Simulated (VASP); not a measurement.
## InGaAs2: single point with r2SCAN

InGaAs2:

```
CELL_PARAMETERS angstrom
4.15328 0.00000 0.00000
0.00000 4.15328 0.00000
0.00000 0.00000 5.92230
ATOMIC_POSITIONS crystal
In 0.00000 0.00000 0.50000
Ga 0.50000 0.50000 0.00000
As 0.50000 0.00000 0.76989
As 0.00000 0.50000 0.23011
```

```yaml
Program: VASP 6.6.1
Task: single point
Functional: r2SCAN
Potentials_or_basis: VASP PAW PBE potentials, release 64 (In_d, Ga_d, As)
Cutoff: 520 eV
k_mesh: 8 × 8 × 6
Occupations: gaussian, width 0.01 eV
Spin: no spin polarisation
```

The pressure is 0.0 GPa and the band gap on the k mesh is 0.28 eV.

Forces on the atoms (eV/Å):
```
In   0.000  0.000  0.000
Ga   0.000  0.000  0.000
As   0.000  0.000 -0.002
As   0.000  0.000  0.002
```

Levels at points of the mesh, in eV from the valence-band top:
```
           k point  band 14  band 15  band 16  band 17  band 18  band 19  band 20  band 21  band 22  band 23
(0.00, 0.00, 0.00)    -2.60    -2.60    -0.17     0.00     0.00     0.28     1.84     2.17     4.13     4.13
(0.50, 0.00, 0.00)    -5.06    -3.28    -3.00    -1.50    -0.86     2.37     3.51     5.24     5.37     5.65
(0.50, 0.50, 0.00)    -5.90    -2.74    -2.56    -2.56    -2.38     1.76     1.76     1.93     2.26     9.96
(0.00, 0.00, 0.50)    -3.92    -1.95    -1.95    -1.24    -1.24     2.18     2.30     3.21     3.67     6.54
(0.50, 0.00, 0.50)    -6.09    -1.46    -1.15    -1.12    -0.77     0.92     1.47     4.59     4.95     5.05
(0.50, 0.50, 0.50)    -5.63    -3.33    -3.25    -3.13    -3.13     4.57     4.66     4.73     4.73     5.48
```

Run time: 12 min on 1 thread of Intel Xeon 8259CL (shared host), peak memory 0.34 GiB.

Caveat: semilocal functionals underestimate gaps, and a narrow one can read as zero; the PAW data sets were made with another functional, which shifts forces and pressure a little; spin-orbit coupling is left out, which moves the levels of the heavy elements.
